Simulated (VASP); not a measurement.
Wanted: the native input for a VASP 6.6.1 run.

- Task: single point
- Functional: PBEsol
- Potentials or basis: VASP PAW PBE potentials, release 64 (Ti_sv, O)
- Cutoff: 520 eV
- k mesh: 6 × 6 × 6
- Occupations: fermi-dirac, width 0.05 eV
- Spin: no spin polarisation
- Dipole correction: no
- Further INCAR settings: ALGO = Normal; EDIFF = 1e-06; NBANDS = 33

The structure of TiO2 lies in POSCAR:

```
TiO2
1.0
   -1.8844152122      1.8847791716      4.7763703059
    1.8851929066     -1.8848449425      4.7766792217
    1.8844108455      1.8848403541     -4.7763939237
Ti O
2 4
Direct
    0.7501431736      0.2492487636      0.4977736987
    0.0001242876     -0.0008753846     -0.0023714610
    0.5426268002      0.0415980383      0.4976143705
    0.7926315480      0.7917139337     -0.0022649010
    0.2076411993      0.2067768935     -0.0022124785
    0.9576361988      0.4566604122      0.4976663523
```

One way to write it, as run:

INCAR

```
ALGO = Normal ; EDIFF = 1E-6
ENCUT = 520 ; GGA = PS
ISIF = 2 ; ISMEAR = -1
LASPH = T ; LCHARG = F
LREAL = F ; LWAVE = F
NBANDS = 33 ; NELM = 80
PREC = Accurate ; SIGMA = 0.05
```

KPOINTS

```
k-points
0
Gamma
  6 6 6
```

Potentials or basis: VASP PAW PBE potentials, release 64 (Ti_sv, O).

Command:

```console
$ cat potpaw_PBE.64/Ti_sv/POTCAR potpaw_PBE.64/O/POTCAR > POTCAR
$ mpirun -np 1 vasp_std > vasp.out
```

It gave:

```yaml
Pressure: 0.7 GPa
Largest_force: 0.020 eV/Å
Band_gap_on_the_k_mesh: 2.13 eV (least direct gap 2.43 eV)
```

Caveat: the PAW data sets were made with another functional, which shifts forces and pressure a little.

It took 9.7 min on 1 thread of Intel Xeon 8259CL (shared host), peak memory 0.39 GiB.
